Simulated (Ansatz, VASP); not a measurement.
**Two plane-wave programs on ZrSc3F2**

Contents of INCAR:

```
SYSTEM = ZrSc3F2
PREC = Accurate
ENCUT = 520
EDIFF = 1E-6
ISMEAR = 0
SIGMA = 0.1
LREAL = .FALSE.
LASPH = .TRUE.
NELM = 150
ALGO = Normal
ISIF = 2
LWAVE = .FALSE.
LCHARG = .TRUE.
ISPIN = 2
MAGMOM = 1 1 1 1 0 0
LORBIT = 11
LMAXMIX = 4
GGA = PE
LELF = .TRUE.
LVHAR = .TRUE.
NBANDS = 42
```

File KPOINTS:

```
Automatic mesh
0
G
  6 6 2
  0 0 0
```

Contents of POSCAR:

```
ZrSc3F2
1.0
    3.6960865917      0.0000000000      0.0000000000
    0.0000000000      3.6960865917      0.0000000000
    0.0000000000      0.0000000000      8.0231283379
Zr Sc F
1 3 2
Direct
    0.0000000000      0.0000000000      0.0184323044
    0.5000000000      0.5000000000      0.1698178361
    0.0000000000      0.0000000000      0.4204467931
    0.5000000000      0.5000000000      0.7688025181
    0.5000000000      0.0000000000      0.5863981792
    0.0000000000      0.5000000000      0.5863981792
```

Input for Ansatz:

```yaml
crystal:
  lattice:
    - [3.6960865917, 0.0, 0.0]
    - [0.0, 3.6960865917, 0.0]
    - [0.0, 0.0, 8.0231283379]
  atoms:
    - { symbol: Zr, position: [0.0, 0.0, 0.0184323044], spin: 1.0 }
    - { symbol: Sc, position: [0.5, 0.5, 0.1698178361], spin: 1.0 }
    - { symbol: Sc, position: [0.0, 0.0, 0.4204467931], spin: 1.0 }
    - { symbol: Sc, position: [0.5, 0.5, 0.7688025181], spin: 1.0 }
    - { symbol: F, position: [0.5, 0.0, 0.5863981792] }
    - { symbol: F, position: [0.0, 0.5, 0.5863981792] }
basis:
  ecutwfc: 420
kpoints:
  mp_grid: { grid: [6, 6, 2] }
hamiltonian:
  xc: pbe
scf:
  occupations: { method: gaussian, width: 0.1 }
  lower_state_search: "off"
output:
  forces: true
  stress: true
  eigenvalues: true
  populations: true
magnetization:
  spin_polarized: true
```

Alike in both runs: task single point; functional PBE; k mesh 6 × 6 × 2; occupations gaussian, width 0.1 eV; collinear spin.

|  | VASP | Ansatz |
| --- | --- | --- |
| version | VASP 6.6.1 | Ansatz 0.2.0 |
| potentials or method | VASP PAW PBE potentials, release 64 (Zr_sv, Sc_sv, F), cutoff 520 eV | scalar-relativistic, plane waves, PAW |
| valence electrons in the cell | 59 | 59 |

```csv
,VASP,Ansatz,Ansatz less VASP
gap on the k mesh at the Fermi level (eV),none,none,-
pressure (GPa),0.2,0.1,-0.10
rms of the force components (eV/Å),0.015,0.008,-0.0065
net moment per atom (μB),0.06,0.06,-0.002
size of the moment on the site where the two differ most (μB),0.14,0.13,-0.012
```

Site moments also hang on the region over which each program counts them. Atom by atom the forces differ by 0.014 eV/Å (rms over components). A gap of «none» marks a metal or a gap that the smearing closes. Ansatz's warnings: seeded moment not kept.

The k mesh is coarse, so the values compare programs but aren't converged.
